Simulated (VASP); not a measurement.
# KI (P1) in VASP: single point with r2SCAN

Aim: the single point of KI with r2SCAN.

Program: VASP 6.6.1. These are calculated values, not measurements. Logs are shortened: lines on timing, memory, paths and dates and some standing lists are left out, and cuts for length are marked.

### Step 1. The cell of the first run

The typed cell holds 2 atoms: a = 4.996 Å, b = 4.996 Å, c = 4.996 Å, α = 60.00°, β = 60.00°, γ = 60.00°.

### Step 2. Single point, r2SCAN

POSCAR

```
KI
1.0
    0.0000000000      3.5327800000      3.5327800000
    3.5327800000      0.0000000000      3.5327800000
    3.5327800000      3.5327800000      0.0000000000
K I
1 1
Direct
    0.9927000000      0.0452400000      0.9804300000
    0.4535806320      0.5374993680      0.5427393680
```

INCAR.step1

```
SYSTEM = KI
ALGO = Normal
EDIFF = 1E-5
ENCUT = 550
GGA = PE
GGA_COMPAT = .FALSE.
ISMEAR = -1
LASPH = .TRUE.
LCHARG = .FALSE.
LREAL = .FALSE.
LWAVE = .TRUE.
NBANDS = 15
NELM = 120
PREC = Accurate
SIGMA = 0.05
```

INCAR.step2

```
SYSTEM = KI
ALGO = Normal
EDIFF = 1E-6
ENCUT = 550
GGA_COMPAT = .FALSE.
ISIF = 2
ISMEAR = -1
ISTART = 1
LASPH = .TRUE.
LCHARG = .FALSE.
LMIXTAU = .TRUE.
LREAL = .FALSE.
LWAVE = .FALSE.
METAGGA = R2SCAN
NBANDS = 15
NELM = 120
PREC = Accurate
SIGMA = 0.05
```

KPOINTS

```
k-points
0
G
  3 3 3
  0 0 0
```

Potentials or basis: VASP PAW PBE potentials, release 64 (K_sv, I).

The run is started by

```bash
cat potpaw_PBE.64/K_sv/POTCAR potpaw_PBE.64/I/POTCAR > POTCAR
cp INCAR.step1 INCAR
mpirun -np 1 vasp_std > vasp.out
cp INCAR.step2 INCAR
mpirun -np 1 vasp_std > vasp.out
```

OUTCAR:

```text
SYSTEM = KI
   EDIFF = 1E-6
   ENCUT = 550
   ISIF = 2
   ISMEAR = -1
   ISTART = 1
   LASPH = .TRUE.
   LREAL = .FALSE.
   METAGGA = R2SCAN
   NELM = 120
   PREC = Accurate

 ion  position               nearest neighbor table
   1  0.993  0.045  0.980-   2 3.35   2 3.37   2 3.46   2 3.62
   2  0.454  0.537  0.543-   1 3.35   1 3.37   1 3.46   1 3.62

  LATTYP: Found a face centered cubic cell.
 ALAT       =     7.0655600000

  Lattice vectors:

 A1 = (   0.0000000000,   3.5327800000,   3.5327800000)
 A2 = (   3.5327800000,   0.0000000000,   3.5327800000)
 A3 = (   3.5327800000,   3.5327800000,   0.0000000000)

Analysis of symmetry for initial positions (statically):
=====================================================================
 Subroutine PRICEL returns:
 Original cell was already a primitive cell.

 Routine SETGRP: Setting up the symmetry group for a
 face centered cubic supercell.

 Subroutine GETGRP returns: Found  1 space group operations
 (whereof  1 operations were pure point group operations)
 out of a pool of 48 trial point group operations.

The static configuration has the point symmetry C_1 .

Analysis of symmetry for dynamics (positions and initial velocities):
=====================================================================
 Subroutine PRICEL returns:
 Original cell was already a primitive cell.

 Routine SETGRP: Setting up the symmetry group for a
 face centered cubic supercell.

 Subroutine GETGRP returns: Found  1 space group operations
 (whereof  1 operations were pure point group operations)
 out of a pool of 48 trial point group operations.

The dynamic configuration has the point symmetry C_1 .

 Subroutine INISYM returns: Found  1 space group operations
 (whereof  1 operations are pure point group operations),
 and found     1 'primitive' translations

----------------------------------------------------------------------------------------

                                     Primitive cell

  volume of cell :      88.1820

  direct lattice vectors                    reciprocal lattice vectors
     0.000000000  3.532780000  3.532780000    -0.141531598  0.141531598  0.141531598
     3.532780000  0.000000000  3.532780000     0.141531598 -0.141531598  0.141531598
     3.532780000  3.532780000  0.000000000     0.141531598  0.141531598 -0.141531598

  length of vectors
     4.996105389  4.996105389  4.996105389     0.245139919  0.245139919  0.245139919

  position of ions in fractional coordinates (direct lattice)
     0.992700000  0.045240000  0.980430000
     0.453580632  0.537499368  0.542739368

  ion indices of the primitive-cell ions
   primitive index   ion index
                 1           1
                 2           2

----------------------------------------------------------------------------------------

 KPOINTS: k-points

Automatic generation of k-mesh.
 Grid dimensions read from file:
 generate k-points for:    3    3    3

 Generating k-lattice:

  Cartesian coordinates                     Fractional coordinates (reciprocal lattice)
    -0.047177199  0.047177199  0.047177199     0.333333333  0.000000000  0.000000000
     0.047177199 -0.047177199  0.047177199     0.000000000  0.333333333  0.000000000
     0.047177199  0.047177199 -0.047177199     0.000000000  0.000000000  0.333333333

  Length of vectors
     0.081713306  0.081713306  0.081713306

  Shift w.r.t. Gamma in fractional coordinates (k-lattice)
     0.000000000  0.000000000  0.000000000

 Subroutine IBZKPT returns following result:
 ===========================================

 Found     14 irreducible k-points:

 Following reciprocal coordinates:
            Coordinates               Weight
  0.000000  0.000000  0.000000      1.000000
  0.333333  0.000000  0.000000      2.000000
  0.000000  0.333333  0.000000      2.000000
  0.000000  0.000000  0.333333      2.000000
  0.333333  0.333333  0.333333      2.000000
  0.333333  0.333333  0.000000      2.000000
  0.000000  0.333333  0.333333      2.000000
  0.333333  0.000000  0.333333      2.000000
 -0.333333  0.333333  0.000000      2.000000
  0.000000 -0.333333  0.333333      2.000000
  0.333333  0.000000 -0.333333      2.000000
  0.333333  0.333333 -0.333333      2.000000
 -0.333333  0.333333 -0.333333      2.000000
  0.333333 -0.333333 -0.333333      2.000000
   k-points           NKPTS =     14   k-points in BZ     NKDIM =     14   number of bands    NBANDS=     15
   number of dos      NEDOS =    301   number of ions     NIONS =      2
   total plane-waves  NPLWV =  64000
   dimension x,y,z NGX =    40 NGY =   40 NGZ =   40
   dimension x,y,z NGXF=    80 NGYF=   80 NGZF=   80
   ions per type =               1   1
   NGX,Y,Z   is equivalent  to a cutoff of  13.31, 13.31, 13.31 a.u.
   NGXF,Y,Z  is equivalent  to a cutoff of  26.62, 26.62, 26.62 a.u.
 SYSTEM =  KI
   PREC   = accura    normal or accurate (medium, high low for compatibility)
   ISTART =      1    job   : 0-new  1-cont  2-samecut
   ICHARG =      0    charge: 1-file 2-atom 10-const
   ISPIN  =      1    spin polarized calculation?
   LNONCOLLINEAR =      F non collinear calculations
   LSORBIT =      F    spin-orbit coupling
   LASPH  =      T    aspherical Exc in radial PAW
   ENCUT  =  550.0 eV  40.42 Ry    6.36 a.u.   9.55  9.55  9.55*2*pi/ulx,y,z
   NELM   =    120;   NELMIN=  2; NELMDL=  0     # of ELM steps
   EDIFF  = 0.1E-05   stopping-criterion for ELM
   LREAL  =      F    real-space projection
   EDIFFG = 0.1E-04   stopping-criterion for IOM
   NSW    =      0    number of steps for IOM
   IBRION =     -1    ionic relax: 0-MD 1-quasi-New 2-CG
   NFREE  =      0    steps in history (QN), initial steepest desc. (CG)
   ISIF   =      2    stress and relaxation
   ISYM   =      2    0-nonsym 1-usesym 2-fastsym
   POTIM  = 0.5000    time-step for ionic-motion
   TEBEG  =    0.0;   TEEND  =   0.0 temperature during run
   PSTRESS=    0.0 pullay stress
   NELECT =      16.0000    total number of electrons
   NUPDOWN=      -1.0000    fix difference up-down
   EMIN   =  10.00;   EMAX   =-10.00  energy-range for DOS
   EFERMI =   0.00;   METHOD = LEGACY
   ISMEAR =    -1;   SIGMA  =   0.05  broadening in eV -4-tet -1-fermi 0-gaus
   EFERMI_NEDOS =   21; number of points for ismear=-14 and -15
   IALGO  =     38    algorithm
   IMIX   =      4    mixing-type and parameters
     AMIX     =   0.40;   BMIX     =  1.00
     AMIX_MAG =   1.60;   BMIX_MAG =  1.00
  volume/ion in A,a.u.               =      44.09       297.54
  Fermi-wavevector in a.u.,A,eV,Ry     =   0.926805  1.751407 11.686955  0.858967
  Thomas-Fermi vector in A             =   2.052806
   LORBIT       =      0    0 simple, 1 ext, 2 COOP (PROOUT), +10 PAW based schemes
   METAGGA = R2SCAN    functional components
   LHFCALC =     F    Hartree Fock is set to
   AEXX    =    0.0000 exact exchange contribution
   IVDW    =     0    specifies the selected vdW correction
   LEPSILON=     F    determine dielectric tensor
   LRPA    =     F    only Hartree local field effects (RPA)
 non-spin polarized calculation
  energy-cutoff  :      550.00
  volume of cell :       88.18
 maximum number of plane-waves:      2637
 NGX is ok and might be reduce to    40
   NGX = 19   NGY = 19   NGZ = 19

 number of electron      16.0000001 magnetization

 Free energy of the ion-electron system (eV)
  ---------------------------------------------------
  ext. energy  EPLUGINS =         0.00000000
  ---------------------------------------------------
  free energy    TOTEN  =       -33.93334597 eV

  energy without entropy =      -33.93334597  energy(sigma->0) =      -33.93334597

 E-fermi :   0.3255     XC(G=0):  -7.5062

 val. band max:       -0.7604296774   @ k =   0.0000   0.0000   0.0000
 cond. band min:       3.8535490053   @ k =   0.0000   0.0000   0.0000
 fundamental gap:      4.6139786826
 Fermi energy:         0.3255342990

 k-point     1 :       0.0000    0.0000    0.0000
  band No.  band energies     occupation
      1     -30.4028      2.00000
      2     -13.1323      2.00000
      3     -13.1226      2.00000
      4     -13.1200      2.00000
      5     -11.5546      2.00000
      6      -0.7719      2.00000
      7      -0.7681      2.00000
      8      -0.7604      2.00000
      9       3.8535      0.00000
     10       6.2886      0.00000
     11       6.3264      0.00000
     12       6.4024      0.00000
     13       7.1954      0.00000
     14       7.2327      0.00000
     15       9.4203      0.00000

 k-point     2 :       0.3333    0.0000    0.0000
  band No.  band energies     occupation
      1     -30.4013      2.00000
      2     -13.2458      2.00000
      3     -13.1248      2.00000
      4     -13.1237      2.00000
      5     -11.3344      2.00000
      6      -1.7999      2.00000
      7      -1.0161      2.00000
      8      -0.9978      2.00000
      9       5.1367      0.00000
     10       6.8101      0.00000
     11       7.2697      0.00000
     12       7.3322      0.00000
     13       8.4514      0.00000
     14       8.5028      0.00000
     15       9.7061      0.00000

 k-point     3 :       0.0000    0.3333    0.0000
  band No.  band energies     occupation
      1     -30.4013      2.00000
      2     -13.2487      2.00000
      3     -13.1268      2.00000
      4     -13.1227      2.00000
      5     -11.3305      2.00000
      6      -1.8009      2.00000
      7      -1.0083      2.00000
      8      -0.9905      2.00000
      9       5.1248      0.00000
     10       6.7528      0.00000
     11       7.2545      0.00000
     12       7.3159      0.00000
     13       8.4625      0.00000
     14       8.5905      0.00000
     15       9.7149      0.00000
[... 163 lines left out ...]
 k-point    13 :      -0.3333    0.3333   -0.3333
  band No.  band energies     occupation
      1     -30.4003      2.00000
      2     -13.2215      2.00000
      3     -13.1518      2.00000
      4     -13.1336      2.00000
      5     -11.3123      2.00000
      6      -1.6609      2.00000
      7      -1.5205      2.00000
      8      -1.1196      2.00000
      9       5.6867      0.00000
     10       6.8457      0.00000
     11       7.0530      0.00000
     12       8.1547      0.00000
     13       8.4709      0.00000
     14       8.9389      0.00000
     15      10.2066      0.00000

 k-point    14 :       0.3333   -0.3333   -0.3333
  band No.  band energies     occupation
      1     -30.4003      2.00000
      2     -13.2202      2.00000
      3     -13.1553      2.00000
      4     -13.1308      2.00000
      5     -11.3134      2.00000
      6      -1.6620      2.00000
      7      -1.5115      2.00000
      8      -1.1244      2.00000
      9       5.7088      0.00000
     10       6.6922      0.00000
     11       7.1760      0.00000
     12       8.2406      0.00000
     13       8.4165      0.00000
     14       8.8641      0.00000
     15      10.1856      0.00000

------------------------ aborting loop because EDIFF is reached ----------------------------------------

  FORCE on cell =-STRESS in cart. coord.  units (eV):
  Direction    XX          YY          ZZ          XY          YZ          ZX
  --------------------------------------------------------------------------------------
  -------------------------------------------------------------------------------------
  Total        0.3951233      0.1231754      0.3062968     -0.0342987      0.0288243      0.0721955
  in kB        7.1789918      2.2379725      5.5651041     -0.6231730      0.5237085      1.3117195
  external PRESSURE =       4.9940228 kB  Pullay stress =       0.0000000 kB

 VOLUME and BASIS-vectors are now :
 -----------------------------------------------------------------------------
  energy-cutoff  :      550.00
  volume of cell :       88.18
      direct lattice vectors                 reciprocal lattice vectors
     0.000000000  3.532780000  3.532780000    -0.141531598  0.141531598  0.141531598
     3.532780000  0.000000000  3.532780000     0.141531598 -0.141531598  0.141531598
     3.532780000  3.532780000  0.000000000     0.141531598  0.141531598 -0.141531598

 POSITION                                       TOTAL-FORCE (eV/Angst)
 -----------------------------------------------------------------------------------
      3.62347      6.97063      3.66681         0.239375      0.089898     -0.197718
      3.81625      3.51978      3.50127        -0.239375     -0.089898      0.197718
 -----------------------------------------------------------------------------------
    total drift:                               -0.000737     -0.000208      0.000384

  FREE ENERGIE OF THE ION-ELECTRON SYSTEM (eV)
  ---------------------------------------------------
  free  energy   TOTEN  =       -33.9333459745 eV

  energy  without entropy=      -33.9333459744  energy(sigma->0) =      -33.93334597
```

Run time: 94 s. Hardware: 1 thread of Intel Xeon Platinum 8488C (Sapphire Rapids), shared host; peak memory 0.24 GiB.

What came out:

| Property | Result |
| --- | --- |
| Free energy | -33.9333 eV |
| Pressure | 0.5 GPa |
| Largest force | 0.323 eV/Å |
| Band gap on the k mesh | 4.61 eV |

Forces on the atoms (eV/Å):
```
K    0.239  0.090 -0.198
I   -0.239 -0.090  0.198
```

Stress tensor (GPa, compression positive):
```
 0.72 -0.06  0.13
-0.06  0.22  0.05
 0.13  0.05  0.56
```

Caveat: the k points lie up to 0.51 Å⁻¹ apart; the PAW data sets were made with another functional, which shifts forces and pressure a little; spin-orbit coupling is left out, which moves the levels of the heavy elements. r2SCAN opens gaps a little over a GGA but as a rule still falls short of measured ones.
